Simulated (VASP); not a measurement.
Input of a VASP 6.6.1 run:

INCAR

```
PREC = Accurate ; ENCUT = 520
EDIFF = 1E-6 ; ISMEAR = 0
SIGMA = 0.1 ; LREAL = F
LASPH = T ; NELM = 80
ALGO = Normal ; ISIF = 2
LWAVE = F ; LCHARG = T
GGA = PE ; LELF = T
LVHAR = T ; NBANDS = 47
```

Contents of KPOINTS:

```
Automatic mesh
0
Gamma
  3 3 4
```

Contents of POSCAR:

```
Pt3Cl
1.0
    6.7224172230      0.0000000000      0.0000000000
   -3.3612086115      5.8217840899      0.0000000000
    0.0000000000      0.0000000000      3.5841707329
Pt Cl
6 2
Direct
    0.8314011610      0.6628023221      0.2500000000
    0.1685988390      0.8314011610      0.7500000000
    0.3371976779      0.1685988390      0.2500000000
    0.1685988390      0.3371976779      0.7500000000
    0.8314011610      0.1685988390      0.2500000000
    0.6628023221      0.8314011610      0.7500000000
    0.3333333333      0.6666666667      0.2500000000
    0.6666666667      0.3333333333      0.7500000000
```

Potentials or basis: VASP PAW PBE potentials, release 64 (Pt, Cl).

Command:

```bash
$ cat potpaw_PBE.64/Pt/POTCAR potpaw_PBE.64/Cl/POTCAR > POTCAR
$ mpirun -np 1 vasp_std > vasp.out
```

(1) Predict the band gap on the k mesh.

(2) What does it give for the pressure?

Answers

(1) zero (bands 37 and 38 overlap by 0.89 eV).

(2) -0.2 GPa.

Caveat: the k points lie up to 0.44 Å⁻¹ apart, too coarse for converged energies and pressures of a metal; spin-orbit coupling is left out, which moves the levels of the heavy elements.
